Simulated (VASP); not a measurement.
**Re: single point with LDA**

Re:

```
Re
1.0
    -1.49318    1.49318    1.49318
     1.49318   -1.49318    1.49318
     1.49318    1.49318   -1.49318
Re
1
Cartesian
  0.0000 0.0000 0.0000
```

This isn't the form of Re at room conditions, which is hcp.

```json
{"Program": "VASP 6.6.1", "Task": "single point", "Functional": "LDA", "Potentials or basis": "VASP PAW LDA potentials, release 64 (Re)", "Cutoff": "520 eV", "k mesh": "19 × 19 × 19", "Occupations": "fermi-dirac, width 0.1 eV", "Spin": "no spin polarisation"}
```

```yaml
Pressure: 42.4 GPa
Band_gap_on_the_k_mesh: zero (an odd number of electrons rules out a gap without spin polarisation)
```

Levels at points of the mesh, in eV from the Fermi level:
| k point | band 1 | band 2 | band 3 | band 4 | band 5 | band 6 |
| --- | --- | --- | --- | --- | --- | --- |
| (0.00, 0.00, 0.00) | -11.45 | -3.08 | -3.08 | -3.08 | 0.84 | 0.84 |

Run time: 10 s on 1 thread of Intel(R) Xeon(R) 6975P-C (Granite Rapids) (shared host), peak memory 0.14 GiB.

Caveat: the cell stands under pressure; spin-orbit coupling is left out, which moves the levels of the heavy elements.
